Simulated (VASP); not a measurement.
# SiO2 (Cmcm) in VASP: relaxation of cell and atoms with PBEsol

Aim: the relaxation of cell and atoms of SiO2 with PBEsol.

Everything below comes from runs of VASP 6.6.1. Logs are shortened: lines on timing, memory, paths and dates and some standing lists are left out, and cuts for length are marked.

## 1. The cell of the first run

The structure is orthorhombic, space group Cmcm (No. 63). Conventional cell: a = 7.503 Å, b = 16.198 Å, c = 5.230 Å, α = 90.00°, β = 90.00°, γ = 90.00°. Si (site symmetry m) has 4 O at 1.60 to 1.61 Å within 2.1 Å. Si (site symmetry m2m) has 4 O at 1.60 to 1.61 Å within 2.1 Å. O (site symmetry -1) has 2 Si at 1.61 Å within 2.1 Å. O (site symmetry m) has 2 Si at 1.60 to 1.61 Å within 2.1 Å. O (site symmetry m2m) has 2 Si at 1.61 Å within 2.1 Å. Within 2.1 Å of O (site symmetry 2/m) lie 2 Si at 1.60 Å.

## 2. Relaxation of cell and atoms, PBEsol

The input, INCAR:

```
SYSTEM = SiO2
ALGO = Normal ; EDIFF = 1E-7
EDIFFG = -0.005 ; ENCUT = 600
GGA = PS ; GGA_COMPAT = .FALSE.
IBRION = 2 ; ISIF = 3
ISMEAR = 0 ; KPAR = 4
LASPH = .TRUE. ; LCHARG = .FALSE.
LREAL = .FALSE. ; LWAVE = .FALSE.
NELM = 120 ; NELMIN = 4
NSW = 100 ; PREC = Accurate
SIGMA = 0.02
```

The input, KPOINTS:

```
k-points
0
G
  4 4 6
  0 0 0
```

The input, POSCAR:

```
SiO2
1.0
    3.7515500450     -8.0990727550      0.0000000000
    3.7515500450      8.0990727550      0.0000000000
    0.0000000000      0.0000000000      5.2300420900
Si O
6 12
Direct
    0.0103742200      0.4026880000      0.2500000000
    0.4026880000      0.0103742200      0.7500000000
    0.5973120000      0.9896257800      0.2500000000
    0.9896257800      0.5973120000      0.7500000000
    0.4430938800      0.5569061200      0.2500000000
    0.5569061200      0.4430938800      0.7500000000
    0.0000000000      0.5000000000      0.5000000000
    0.5000000000      0.0000000000      0.5000000000
    0.5000000000      0.0000000000      0.0000000000
    0.0000000000      0.5000000000      0.0000000000
    0.2103535100      0.4371535700      0.2500000000
    0.4371535700      0.2103535100      0.7500000000
    0.5628464300      0.7896464900      0.2500000000
    0.7896464900      0.5628464300      0.7500000000
    0.8301194300      0.1698805700      0.2500000000
    0.1698805700      0.8301194300      0.7500000000
    0.5000000000      0.5000000000      0.0000000000
    0.5000000000      0.5000000000      0.5000000000
```

Potentials or basis: VASP PAW PBE potentials, release 64 (Si, O).

Run with:

```console
$ cat potpaw_PBE.64/Si/POTCAR potpaw_PBE.64/O/POTCAR > POTCAR
$ mpirun -np 4 vasp_std > vasp.out
```

OUTCAR:

```text
SYSTEM = SiO2
   EDIFF = 1E-7
   EDIFFG = -0.005
   ENCUT = 600
   GGA = PS
   IBRION = 2
   ISIF = 3
   ISMEAR = 0
   LASPH = .TRUE.
   LREAL = .FALSE.
   NELM = 120
   NELMIN = 4
   NSW = 100
   PREC = Accurate

 ion  position               nearest neighbor table
   1  0.010  0.403  0.250-  11 1.60  10 1.61   7 1.61  15 1.61   3 3.10
   2  0.403  0.010  0.750-  12 1.60   9 1.61   8 1.61  16 1.61   4 3.10
   3  0.597  0.990  0.250-  13 1.60   9 1.61   8 1.61  15 1.61   1 3.10
   4  0.990  0.597  0.750-  14 1.60  10 1.61   7 1.61  16 1.61   2 3.10
   5  0.443  0.557  0.250-  17 1.60  18 1.60  11 1.61  13 1.61
   6  0.557  0.443  0.750-  17 1.60  18 1.60  12 1.61  14 1.61
   7  0.000  0.500  0.500-   1 1.61   4 1.61
   8  0.500  0.000  0.500-   2 1.61   3 1.61
   9  0.500  0.000  0.000-   2 1.61   3 1.61
  10  0.000  0.500  0.000-   1 1.61   4 1.61
  11  0.210  0.437  0.250-   1 1.60   5 1.61
  12  0.437  0.210  0.750-   2 1.60   6 1.61
  13  0.563  0.790  0.250-   3 1.60   5 1.61
  14  0.790  0.563  0.750-   4 1.60   6 1.61
  15  0.830  0.170  0.250-   1 1.61   3 1.61
  16  0.170  0.830  0.750-   2 1.61   4 1.61
  17  0.500  0.500  0.000-   5 1.60   6 1.60
  18  0.500  0.500  0.500-   5 1.60   6 1.60

  LATTYP: Found a base centered orthorhombic cell.
 ALAT       =     7.5031000900
 B/A-ratio  =     2.1588603798
 C/A-ratio  =     0.6970508226

  Lattice vectors:

 A1 = (   3.7515500450,  -8.0990727550,   0.0000000000)
 A2 = (   3.7515500450,   8.0990727550,   0.0000000000)
 A3 = (   0.0000000000,   0.0000000000,   5.2300420900)

Analysis of symmetry for initial positions (statically):
=====================================================================
 Subroutine PRICEL returns:
 Original cell was already a primitive cell.

 Routine SETGRP: Setting up the symmetry group for a
 base centered orthorhombic supercell.

 Subroutine GETGRP returns: Found  8 space group operations
 (whereof  4 operations were pure point group operations)
 out of a pool of  8 trial point group operations.

The static configuration has the point symmetry C_2h.
 The point group associated with its full space group is D_2h.

Analysis of symmetry for dynamics (positions and initial velocities):
=====================================================================
 Subroutine PRICEL returns:
 Original cell was already a primitive cell.

 Routine SETGRP: Setting up the symmetry group for a
 base centered orthorhombic supercell.

 Subroutine GETGRP returns: Found  8 space group operations
 (whereof  4 operations were pure point group operations)
 out of a pool of  8 trial point group operations.

The dynamic configuration has the point symmetry C_2h.
 The point group associated with its full space group is D_2h.

 Subroutine INISYM returns: Found  8 space group operations
 (whereof  4 operations are pure point group operations),
 and found     1 'primitive' translations

----------------------------------------------------------------------------------------

                                     Primitive cell

  volume of cell :     317.8200

  direct lattice vectors                    reciprocal lattice vectors
     3.751550045 -8.099072755  0.000000000     0.133278243 -0.061735462  0.000000000
     3.751550045  8.099072755  0.000000000     0.133278243  0.061735462  0.000000000
     0.000000000  0.000000000  5.230042090     0.000000000  0.000000000  0.191203050

  length of vectors
     8.925755275  8.925755275  5.230042090     0.146882121  0.146882121  0.191203050

  position of ions in fractional coordinates (direct lattice)
     0.010374220  0.402688000  0.250000000
     0.402688000  0.010374220  0.750000000
     0.597312000  0.989625780  0.250000000
     0.989625780  0.597312000  0.750000000
     0.443093880  0.556906120  0.250000000
     0.556906120  0.443093880  0.750000000
[... 10 lines left out ...]
     0.500000000  0.500000000  0.000000000
     0.500000000  0.500000000  0.500000000

  ion indices of the primitive-cell ions
   primitive index   ion index
                 1           1
                 2           2
                 3           3
                 4           4
                 5           5
                 6           6
[... 10 lines left out ...]
                17          17
                18          18

----------------------------------------------------------------------------------------

 KPOINTS: k-points

Automatic generation of k-mesh.
 Grid dimensions read from file:
 generate k-points for:    4    4    6

 Generating k-lattice:

  Cartesian coordinates                     Fractional coordinates (reciprocal lattice)
     0.033319561 -0.015433866  0.000000000     0.250000000 -0.000000000  0.000000000
     0.033319561  0.015433866  0.000000000    -0.000000000  0.250000000  0.000000000
     0.000000000  0.000000000  0.031867175     0.000000000  0.000000000  0.166666667

  Length of vectors
     0.036720530  0.036720530  0.031867175

  Shift w.r.t. Gamma in fractional coordinates (k-lattice)
     0.000000000  0.000000000  0.000000000

 Subroutine IBZKPT returns following result:
 ===========================================

 Found     28 irreducible k-points:

 Following reciprocal coordinates:
            Coordinates               Weight
  0.000000  0.000000  0.000000      1.000000
  0.250000 -0.000000  0.000000      4.000000
  0.500000 -0.000000  0.000000      2.000000
  0.250000  0.250000  0.000000      2.000000
  0.500000  0.250000  0.000000      4.000000
 -0.250000  0.250000  0.000000      2.000000
[... 16 lines left out ...]
  0.250000 -0.000000  0.500000      4.000000
  0.500000 -0.000000  0.500000      2.000000
 [... further k-points ...]
   k-points           NKPTS =     28   k-points in BZ     NKDIM =     28   number of bands    NBANDS=     58
   number of dos      NEDOS =    301   number of ions     NIONS =     18
   total plane-waves  NPLWV = 217728
   dimension x,y,z NGX =    72 NGY =   72 NGZ =   42
   dimension x,y,z NGXF=   144 NGYF=  144 NGZF=   84
   ions per type =               6  12
   NGX,Y,Z   is equivalent  to a cutoff of  13.41, 13.41, 13.35 a.u.
   NGXF,Y,Z  is equivalent  to a cutoff of  26.82, 26.82, 26.70 a.u.
 SYSTEM =  SiO2
   PREC   = accura    normal or accurate (medium, high low for compatibility)
   ISTART =      0    job   : 0-new  1-cont  2-samecut
   ICHARG =      2    charge: 1-file 2-atom 10-const
   ISPIN  =      1    spin polarized calculation?
   LNONCOLLINEAR =      F non collinear calculations
   LSORBIT =      F    spin-orbit coupling
   LASPH  =      T    aspherical Exc in radial PAW
   ENCUT  =  600.0 eV  44.10 Ry    6.64 a.u.  17.83 17.83 10.45*2*pi/ulx,y,z
   NELM   =    120;   NELMIN=  4; NELMDL= -5     # of ELM steps
   EDIFF  = 0.1E-06   stopping-criterion for ELM
   LREAL  =      F    real-space projection
   EDIFFG = -.5E-02   stopping-criterion for IOM
   NSW    =    100    number of steps for IOM
   IBRION =      2    ionic relax: 0-MD 1-quasi-New 2-CG
   NFREE  =      1    steps in history (QN), initial steepest desc. (CG)
   ISIF   =      3    stress and relaxation
   ISYM   =      2    0-nonsym 1-usesym 2-fastsym
   POTIM  = 0.5000    time-step for ionic-motion
   TEBEG  =    0.0;   TEEND  =   0.0 temperature during run
   PSTRESS=    0.0 pullay stress
   NELECT =      96.0000    total number of electrons
   NUPDOWN=      -1.0000    fix difference up-down
   EMIN   =  10.00;   EMAX   =-10.00  energy-range for DOS
   EFERMI =   0.00;   METHOD = LEGACY
   ISMEAR =     0;   SIGMA  =   0.02  broadening in eV -4-tet -1-fermi 0-gaus
   EFERMI_NEDOS =   21; number of points for ismear=-14 and -15
   IALGO  =     38    algorithm
   IMIX   =      4    mixing-type and parameters
     AMIX     =   0.40;   BMIX     =  1.00
     AMIX_MAG =   1.60;   BMIX_MAG =  1.00
  volume/ion in A,a.u.               =      17.66       119.15
  Fermi-wavevector in a.u.,A,eV,Ry     =   1.098428  2.075727 16.416022  1.206544
  Thomas-Fermi vector in A             =   2.234805
   LORBIT       =      0    0 simple, 1 ext, 2 COOP (PROOUT), +10 PAW based schemes
   GGA     = PS    functional components
   LHFCALC =     F    Hartree Fock is set to
   AEXX    =    0.0000 exact exchange contribution
   IVDW    =     0    specifies the selected vdW correction
   LEPSILON=     F    determine dielectric tensor
   LRPA    =     F    only Hartree local field effects (RPA)
 conjugate gradient relaxation of ions
 non-spin polarized calculation
 Gauss-broadening in eV      SIGMA  =   0.02
  energy-cutoff  :      600.00
  volume of cell :      317.82
 maximum number of plane-waves:     10647
   NGX = 35   NGY = 35   NGZ = 21

--------------------------------------- Ionic step        1  -------------------------------------------

 number of electron      95.9999991 magnetization

 Free energy of the ion-electron system (eV)
  ---------------------------------------------------
  ext. energy  EPLUGINS =         0.00000000
  ---------------------------------------------------
  free energy    TOTEN  =      -147.90052981 eV

  energy without entropy =     -147.90052981  energy(sigma->0) =     -147.90052981

------------------------ aborting loop because EDIFF is reached ----------------------------------------

  FORCE on cell =-STRESS in cart. coord.  units (eV):
  Direction    XX          YY          ZZ          XY          YZ          ZX
  --------------------------------------------------------------------------------------
  -------------------------------------------------------------------------------------
  Total        4.2172057      4.0395110      3.9754543      0.0000000     -0.0000000      0.0000000
  in kB       21.2595538     20.3637688     20.0408494      0.0000000     -0.0000000      0.0000000
  external PRESSURE =      20.5547240 kB  Pullay stress =       0.0000000 kB
[... 137 lines left out ...]
  FREE ENERGIE OF THE ION-ELECTRON SYSTEM (eV)
  ---------------------------------------------------
  free  energy   TOTEN  =      -147.9302379270 eV

  energy  without entropy=     -147.9302379270  energy(sigma->0) =     -147.93023793

[... ionic steps 4 to 11 ...]

--------------------------------------- Ionic step       12  -------------------------------------------

 number of electron      96.0000000 magnetization

------------------------ aborting loop because EDIFF is reached ----------------------------------------
[... 99 lines left out ...]
--------------------------------------- Ionic step       14  -------------------------------------------

 number of electron      96.0000000 magnetization

 Free energy of the ion-electron system (eV)
  ---------------------------------------------------
  ext. energy  EPLUGINS =         0.00000000
  ---------------------------------------------------
  free energy    TOTEN  =      -147.93059239 eV

  energy without entropy =     -147.93059239  energy(sigma->0) =     -147.93059239

 E-fermi :  -1.2178     XC(G=0):  -7.2417

 val. band max:       -1.3446932991   @ k =   0.0000   0.0000   0.0000
 cond. band min:       4.1715609358   @ k =   0.0000   0.0000   0.0000
 fundamental gap:      5.5162542349
 Fermi energy:        -1.2178045684

 k-point     1 :       0.0000    0.0000    0.0000
  band No.  band energies     occupation
      1     -20.7021      2.00000
      2     -20.0538      2.00000
      3     -20.0520      2.00000
      4     -19.8319      2.00000
      5     -19.0245      2.00000
      6     -18.9998      2.00000
[... 1453 lines left out ...]
     57       8.3970      0.00000
     58       8.3970      0.00000

 [... further k-points ...]

------------------------ aborting loop because EDIFF is reached ----------------------------------------

  FORCE on cell =-STRESS in cart. coord.  units (eV):
  Direction    XX          YY          ZZ          XY          YZ          ZX
  --------------------------------------------------------------------------------------
  -------------------------------------------------------------------------------------
  Total        0.0277880      0.0136789     -0.0129170      0.0000000     -0.0000000      0.0000000
  in kB        0.1382542      0.0680570     -0.0642659      0.0000000     -0.0000000      0.0000000
  external PRESSURE =       0.0473484 kB  Pullay stress =       0.0000000 kB
[... 33 lines left out ...]
  FREE ENERGIE OF THE ION-ELECTRON SYSTEM (eV)
  ---------------------------------------------------
  free  energy   TOTEN  =      -147.9305923853 eV

  energy  without entropy=     -147.9305923853  energy(sigma->0) =     -147.93059239

 reached required accuracy - stopping structural energy minimisation
```

It took 38 min on 4 MPI ranks of Oxide Virtual Turin-like, shared host; peak memory 0.81 GiB.

What came out:

* Free energy: -147.9306 eV
* Relaxed volume: 17.89 Å³/atom
* Relaxed cell: a = 8.962 Å, b = 8.962 Å, c = 5.254 Å, α = 90.00°, β = 90.00°, γ = 130.27°
* Space group after relaxing (to 0.1 Å): Cmcm (No. 63)
* Energy gained by relaxing: 1.7 meV/atom
* Ionic steps: 14
* Pressure after relaxing: 0.0 GPa
* Largest force after relaxing: 0.005 eV/Å
* Band gap on the k mesh: 5.52 eV

Forces on the atoms (eV/Å):
```
Si   0.003 -0.003  0.000
Si   0.003  0.003  0.000
Si  -0.003 -0.003  0.000
Si  -0.003  0.003  0.000
Si   0.000 -0.005  0.000
Si   0.000  0.005  0.000
O    0.000  0.000  0.000
O    0.000  0.000  0.000
O    0.000  0.000  0.000
O    0.000  0.000  0.000
O    0.004 -0.002  0.000
O    0.004  0.002  0.000
O   -0.004 -0.002  0.000
O   -0.004  0.002  0.000
O    0.000 -0.001  0.000
O    0.000  0.001  0.000
O    0.000  0.000  0.000
O    0.000  0.000  0.000
```

Step by step:
| step | energy change (eV) | largest force (eV/Å) | pressure (GPa) | volume (Å³) |
| --- | --- | --- | --- | --- |
| 1 | 0.0000 | 0.2100 | 2.06 | 317.82 |
| 2 | 0.0249 | 0.2306 | -2.64 | 328.35 |
| 3 | -0.0297 | 0.0507 | -0.01 | 322.24 |
| 4 | -0.0297 | 0.0490 | 0.03 | 322.15 |
| 5 | -0.0294 | 0.1078 | -0.01 | 322.20 |
| 6 | -0.0298 | 0.0321 | 0.01 | 322.17 |
| 7 | -0.0299 | 0.0226 | -0.04 | 322.24 |
| 8 | -0.0299 | 0.0227 | -0.04 | 322.23 |
| 9 | -0.0300 | 0.0124 | -0.04 | 322.21 |
| 10 | -0.0300 | 0.0171 | -0.05 | 322.19 |
| 11 | -0.0300 | 0.0109 | -0.01 | 322.09 |
| 12 | -0.0301 | 0.0104 | 0.00 | 322.04 |
| 13 | -0.0301 | 0.0103 | 0.01 | 322.02 |
| 14 | -0.0301 | 0.0046 | 0.00 | 322.03 |

Final structure:
```
Si O
1.0
     3.76861   -8.13161    0.00000
     3.76861    8.13161    0.00000
     0.00000    0.00000    5.25415
Si O
6 12
Direct
  0.01028 0.40257 0.25000
  0.40257 0.01028 0.75000
  0.59743 0.98972 0.25000
  0.98972 0.59743 0.75000
  0.44305 0.55695 0.25000
  0.55695 0.44305 0.75000
  0.00000 0.50000 0.50000
  0.50000 0.00000 0.50000
  0.50000 0.00000 0.00000
  0.00000 0.50000 0.00000
  0.21007 0.43642 0.25000
  0.43642 0.21007 0.75000
  0.56358 0.78993 0.25000
  0.78993 0.56358 0.75000
  0.83068 0.16932 0.25000
  0.16932 0.83068 0.75000
  0.50000 0.50000 0.00000
  0.50000 0.50000 0.50000
```

Levels at points of the mesh, in eV from the valence-band top:
```tsv
k point	band 45	band 46	band 47	band 48	band 49	band 50	band 51	band 52
(0.00, 0.00, 0.00)	-0.54	-0.07	0.00	0.00	5.52	8.00	8.13	8.22
(0.50, 0.00, 0.00)	-0.41	-0.33	-0.33	0.00	6.52	6.80	7.76	8.01
(0.50, 0.50, 0.00)	-0.58	-0.32	-0.26	-0.07	6.15	6.63	8.25	8.39
(0.00, 0.00, 0.50)	-0.73	-0.73	-0.50	-0.50	7.35	7.35	8.82	8.82
(0.50, 0.00, 0.50)	-0.65	-0.65	-0.29	-0.29	8.03	8.03	8.06	8.06
(0.50, 0.50, 0.50)	-0.52	-0.52	-0.39	-0.39	7.60	7.60	8.13	8.13
```

Caveat: the PAW data sets were made with another functional, which shifts forces and pressure a little.
